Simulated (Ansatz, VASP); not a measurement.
**One calculation of BeTe, two programs**

```
Be Te
1.0
     0.00000    2.82862    2.82862
     2.82862    0.00000    2.82862
     2.82862    2.82862    0.00000
Be Te
1 1
Direct
  0.00000 0.00000 0.00000
  0.25000 0.25000 0.25000
```

Alike in both runs: task single point; functional PBE-based screened hybrid; k mesh 4 × 4 × 4; no spin polarisation.

```csv
,VASP,Ansatz
version,VASP 6.6.1,Ansatz 0.2.0
potentials or method,"VASP PAW PBE potentials, release 64 (Be, Te)",plane waves
plane-wave cutoff (eV),520,420
occupations,"gaussian, width 0.01 eV",fixed
valence electrons in the cell,8,18
```

VASP gave:

- gap on the k mesh at the Fermi level (eV): 3.63
- pressure (GPa): -3.0

Problem. Which values does Ansatz return?

Solution. gap on the k mesh at the Fermi level (eV): 3.66; pressure (GPa): -1.9.

VASP's potentials were made for PBE, not for PBE-based screened hybrid. VASP's potentials hold 8 valence electrons a cell and Ansatz's 18, so a difference there can come from the potentials and not from the codes. Ansatz's warnings: stress exchange threshold loose, stress scf threshold loose.

The k mesh is coarse, so the values compare programs but aren't converged. Neither program's run includes spin-orbit coupling.
